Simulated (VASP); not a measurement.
# In4Ru (I4/mmm) in VASP: notebook, part 2 of 3

VASP 6.6.1.

### 3 Relaxation of cell and atoms, PBE

This run uses another cell than the first one, of 24.09 Å³/atom, 0.702 times its volume.

Input file INCAR:

```
SYSTEM = In4Ru
  PREC = Accurate
  ENCUT = 600
  EDIFF = 1E-7
  ISMEAR = 0
  SIGMA = 0.2
  LREAL = .FALSE.
  LASPH = .TRUE.
  NELM = 100
  ALGO = Fast
  ISIF = 3
  LWAVE = .FALSE.
  LCHARG = .FALSE.
  GGA = PE
  IBRION = 2
  NSW = 36
  EDIFFG = -0.08
```

Input file KPOINTS:

```
regular mesh
0
G
  4 4 4
  0 0 0
```

Input file POSCAR:

```
In4Ru
1.0
   -3.2849814100      3.2849814100      2.7900601900
    3.2849814100     -3.2849814100      2.7900601900
    3.2849814100      3.2849814100     -2.7900601900
In Ru
4 1
Direct
    0.0000000000      0.6726399900      0.6726399900
    0.0000000000      0.3273600100      0.3273600100
    0.6726399900      0.0000000000      0.6726399900
    0.3273600100      0.0000000000      0.3273600100
    0.0000000000      0.0000000000      0.0000000000
```

Potentials or basis: VASP PAW PBE potentials, release 64 (In_d, Ru_pv).

The run is started by

```bash
cat potpaw_PBE.64/In_d/POTCAR potpaw_PBE.64/Ru_pv/POTCAR > POTCAR
mpirun -np 1 vasp_std > vasp.out
```

OUTCAR:

```text
SYSTEM = In4Ru
   PREC = Accurate
   ENCUT = 600
   EDIFF = 1E-7
   ISMEAR = 0
   LREAL = .FALSE.
   LASPH = .TRUE.
   NELM = 100
   ISIF = 3
   GGA = PE
   IBRION = 2
   NSW = 36
   EDIFFG = -0.08

 ion  position               nearest neighbor table
   1  0.000  0.673  0.673-   5 2.15   2 2.27   3 3.04   4 3.04   4 3.22   3 3.22   3 3.22   4 3.22

   2  0.000  0.327  0.327-   5 2.15   1 2.27   4 3.04   3 3.04   4 3.22   3 3.22   3 3.22   4 3.22

   3  0.673  0.000  0.673-   5 2.15   4 2.27   2 3.04   1 3.04   1 3.22   2 3.22   1 3.22   2 3.22

   4  0.327  0.000  0.327-   5 2.15   3 2.27   2 3.04   1 3.04   2 3.22   1 3.22   1 3.22   2 3.22

   5  0.000  0.000  0.000-   1 2.15   2 2.15   3 2.15   4 2.15

  LATTYP: Found a body centered tetragonal cell.
 ALAT       =     6.5699628200
 C/A-ratio  =     0.8493381976

  Lattice vectors:

 A1 = (  -3.2849814100,   3.2849814100,   2.7900601900)
 A2 = (   3.2849814100,  -3.2849814100,   2.7900601900)
 A3 = (   3.2849814100,   3.2849814100,  -2.7900601900)

Analysis of symmetry for initial positions (statically):
=====================================================================
 Subroutine PRICEL returns:
 Original cell was already a primitive cell.

 Routine SETGRP: Setting up the symmetry group for a
 body centered tetragonal supercell.

 Subroutine GETGRP returns: Found 16 space group operations
 (whereof 16 operations were pure point group operations)
 out of a pool of 16 trial point group operations.

The static configuration has the point symmetry D_4h.

Analysis of symmetry for dynamics (positions and initial velocities):
=====================================================================
 Subroutine PRICEL returns:
 Original cell was already a primitive cell.

 Routine SETGRP: Setting up the symmetry group for a
 body centered tetragonal supercell.

 Subroutine GETGRP returns: Found 16 space group operations
 (whereof 16 operations were pure point group operations)
 out of a pool of 16 trial point group operations.

The dynamic configuration has the point symmetry D_4h.

 Subroutine INISYM returns: Found 16 space group operations
 (whereof 16 operations are pure point group operations),
 and found     1 'primitive' translations

[... 109 lines left out ...]
  volume/ion in A,a.u.               =      24.09       162.54
  Fermi-wavevector in a.u.,A,eV,Ry     =   1.339707  2.531678 24.419922  1.794814
  Thomas-Fermi vector in A             =   2.468077
   LORBIT       =      0    0 simple, 1 ext, 2 COOP (PROOUT), +10 PAW based schemes
   GGA     = PE    functional components
   LHFCALC =     F    Hartree Fock is set to
   AEXX    =    0.0000 exact exchange contribution
   IVDW    =     0    specifies the selected vdW correction
   LEPSILON=     F    determine dielectric tensor
   LRPA    =     F    only Hartree local field effects (RPA)
 conjugate gradient relaxation of ions
 non-spin polarized calculation
 RMM-DIIS sequential band-by-band and
 Gauss-broadening in eV      SIGMA  =   0.20
  energy-cutoff  :      600.00
  volume of cell :      120.43
 maximum number of plane-waves:      4031
 NGX is ok and might be reduce to    48
   NGX = 21   NGY = 21   NGZ = 21

--------------------------------------- Ionic step        1  -------------------------------------------

 number of electron      65.9999992 magnetization

 Free energy of the ion-electron system (eV)
  ---------------------------------------------------
  ext. energy  EPLUGINS =         0.00000000
  ---------------------------------------------------
  free energy    TOTEN  =        -6.83643986 eV

  energy without entropy =       -6.77364478  energy(sigma->0) =       -6.80504232

 E-fermi :   7.3344     XC(G=0): -10.1335

 val. band max:        7.2664533286   @ k =   0.5000   0.5000   0.0000
 cond. band min:       7.3388383145   @ k =  -0.2500   0.2500   0.0000
 fundamental gap:      0.0723849859
 Fermi energy:         7.3344450044

 k-point     1 :       0.0000    0.0000    0.0000
  band No.  band energies     occupation
      1     -34.6623      2.00000
      2     -34.6623      2.00000
      3     -33.6777      2.00000
      4      -9.2367      2.00000
      5      -9.1736      2.00000
      6      -8.2665      2.00000
[... 645 lines left out ...]
  FREE ENERGIE OF THE ION-ELECTRON SYSTEM (eV)
  ---------------------------------------------------
  free  energy   TOTEN  =       -12.1208982758 eV

  energy  without entropy=      -11.8720142848  energy(sigma->0) =      -11.99645628

[... ionic steps 4 to 11 ...]

--------------------------------------- Ionic step       12  -------------------------------------------

 number of electron      65.9999985 magnetization

------------------------ aborting loop because EDIFF is reached ----------------------------------------
[... 73 lines left out ...]
--------------------------------------- Ionic step       14  -------------------------------------------

 number of electron      65.9999998 magnetization

 Free energy of the ion-electron system (eV)
  ---------------------------------------------------
  ext. energy  EPLUGINS =         0.00000000
  ---------------------------------------------------
  free energy    TOTEN  =       -16.18642801 eV

  energy without entropy =      -16.10200297  energy(sigma->0) =      -16.14421549

 E-fermi :   4.0573     XC(G=0):  -8.6592

 val. band max:        4.0421662034   @ k =  -0.2500   0.2500   0.2500
 cond. band min:       4.1312616210   @ k =   0.5000   0.5000   0.0000
 fundamental gap:      0.0890954177
 Fermi energy:         4.0572750326

 k-point     1 :       0.0000    0.0000    0.0000
  band No.  band energies     occupation
      1     -37.5278      2.00000
      2     -37.5278      2.00000
      3     -37.1908      2.00000
      4     -10.5762      2.00000
      5     -10.5241      2.00000
      6     -10.4720      2.00000
[... 567 lines left out ...]
  FREE ENERGIE OF THE ION-ELECTRON SYSTEM (eV)
  ---------------------------------------------------
  free  energy   TOTEN  =       -16.1864280138 eV

  energy  without entropy=      -16.1020029700  energy(sigma->0) =      -16.14421549

 reached required accuracy - stopping structural energy minimisation
```

CONTCAR:

```text
In4Ru
   1.00000000000000
    -4.0520488295605643    4.0520488295605643    2.6062437972079433
     4.0520488295605643   -4.0520488295605643    2.6062437972079433
     4.0520488295605643    4.0520488295605643   -2.6062437972079433
  In              Ru
     4     1
Direct
     1.0000000000000000    0.6825965524971815    0.6825965524971815
     0.0000000000000000    0.3174034475028187    0.3174034475028187
     0.6825965524971815    0.0000000000000000    0.6825965524971815
     0.3174034475028187    0.0000000000000000    0.3174034475028187
     1.0000000000000000    1.0000000000000000    1.0000000000000000

  0.00000000E+00  0.00000000E+00  0.00000000E+00
  0.00000000E+00  0.00000000E+00  0.00000000E+00
  0.00000000E+00  0.00000000E+00  0.00000000E+00
  0.00000000E+00  0.00000000E+00  0.00000000E+00
  0.00000000E+00  0.00000000E+00  0.00000000E+00
```

Run time: 41 min. Hardware: 1 thread of Intel Xeon Platinum 8259CL at 2.50GHz (Skylake/Cascade Lake), shared host; peak memory 0.39 GiB.

What came out:

| Property | Result |
| --- | --- |
| Free energy | -16.1864 eV |
| Relaxed volume | 34.23 Å³/atom |
| Relaxed cell | a = 6.295 Å, b = 6.295 Å, c = 6.295 Å, α = 99.87°, β = 99.87°, γ = 131.09° |
| Space group after relaxing (to 0.05 Å) | I4/mmm (No. 139) |
| Energy gained by relaxing | 1870.0 meV/atom |
| Ionic steps | 14 |
| Pressure after relaxing | -0.2 GPa |
| Largest force after relaxing | 0.072 eV/Å |
| Band gap on the k mesh | zero (band 33 reaches 4.14 eV, above the bottom of band 34 at 3.71 eV) |

Forces on the atoms (eV/Å):
```
In   0.072  0.000  0.000
In  -0.072  0.000  0.000
In   0.000  0.072  0.000
In   0.000 -0.072  0.000
Ru   0.000  0.000  0.000
```

The path:
```csv
step,energy change (eV),largest force (eV/Å),pressure (GPa),volume (Å³)
1,0.0000,1.8129,55.18,120.43
2,-3.9781,0.5922,-4.13,314.65
3,-5.2845,0.9457,-4.62,279.78
4,-6.3828,1.3249,-5.06,251.19
5,-8.6901,2.4177,0.15,179.24
6,-9.2414,0.4613,-0.99,183.35
7,-9.2673,0.0246,-1.01,184.62
8,-9.2973,0.1075,-0.17,179.02
9,-9.3023,0.1849,0.34,175.99
10,-9.3238,0.0888,0.29,174.04
11,-9.3425,0.0657,0.25,170.99
12,-9.3446,0.1401,0.24,169.57
13,-9.3485,0.1050,0.01,170.34
14,-9.3500,0.0717,-0.21,171.17
```

Final structure:
```xyz
5
Lattice="-4.0520 4.0520 2.6062 4.0520 -4.0520 2.6062 4.0520 4.0520 -2.6062" Properties=species:S:1:pos:R:3 pbc="T T T"
In    1.4798    4.0520    2.6062
In    2.5723    0.0000    0.0000
In    0.0000    5.5318    0.0000
In    0.0000    2.5723    0.0000
Ru    4.0520    4.0520    2.6062
```

Levels at points of the mesh, in eV from the Fermi level:
| k point | band 31 | band 32 | band 33 | band 34 | band 35 | band 36 |
| --- | --- | --- | --- | --- | --- | --- |
| (0.00, 0.00, 0.00) | -0.80 | -0.64 | -0.44 | -0.35 | 0.99 | 1.34 |
| (0.50, 0.00, 0.00) | -0.90 | -0.67 | -0.02 | 0.20 | 0.58 | 1.47 |
| (0.50, 0.50, 0.00) | -0.62 | -0.46 | 0.07 | 0.44 | 0.79 | 1.08 |
| (0.50, 0.50, 0.50) | -0.70 | -0.70 | -0.58 | -0.34 | 3.28 | 3.28 |

Caveat: the k points lie up to 0.36 Å⁻¹ apart in the final cell; the volume moved by over 15 % at a fixed basis, so the end points are rough; spin-orbit coupling is left out, which moves the levels of the heavy elements; the relaxation stopped at a loose force limit of 0.08 eV/Å, so its end isn't a converged minimum.

[end of part 2 of 3]
